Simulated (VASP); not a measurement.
BeSe3: single point with PBE

BeSe3:

```
CELL_PARAMETERS angstrom
-2.12982 2.12982 4.75751
2.12982 -2.12982 4.75751
2.12982 2.12982 -4.75751
ATOMIC_POSITIONS crystal
Be 0.00000 0.00000 0.00000
Se 0.50000 0.50000 0.00000
Se 0.25000 0.75000 0.50000
Se 0.75000 0.25000 0.50000
```

- Program: VASP 6.6.1
- Task: single point
- Functional: PBE
- Potentials or basis: VASP PAW PBE potentials, release 64 (Be, Se)
- Cutoff: 520 eV
- k mesh: 6 × 6 × 6
- Occupations: gaussian, width 0.1 eV
- Spin: no spin polarisation

```yaml
Pressure: -7.6 GPa
Band_gap_on_the_k_mesh: zero (bands 10 and 11 overlap by 0.99 eV)
```

Stress tensor (GPa, compression positive):
```
-10.35   0.00   0.00
  0.00 -10.35   0.00
  0.00   0.00  -2.01
```

Levels at points of the mesh, in eV from the Fermi level:
```csv
k point,band 6,band 7,band 8,band 9,band 10,band 11,band 12,band 13,band 14,band 15
"(0.00, 0.00, 0.00)",-3.86,-2.33,-2.33,-1.37,-0.99,-0.09,0.98,0.98,4.38,5.30
"(0.50, 0.00, 0.00)",-2.88,-2.86,-2.23,-1.75,-0.75,-0.49,0.98,2.39,2.45,2.74
"(0.50, 0.50, 0.00)",-5.08,-2.93,-2.17,-1.11,-0.71,1.23,2.18,2.24,3.69,5.57
"(0.50, 0.50, 0.50)",-3.90,-1.27,-0.76,-0.76,-0.60,1.12,1.17,1.17,3.29,4.80
```

Run time: 75 s on 1 thread of Intel Xeon 8259CL, on a shared host, peak memory 0.26 GiB.

Caveat: the stress differs along the axes, from -10 to -2 GPa.
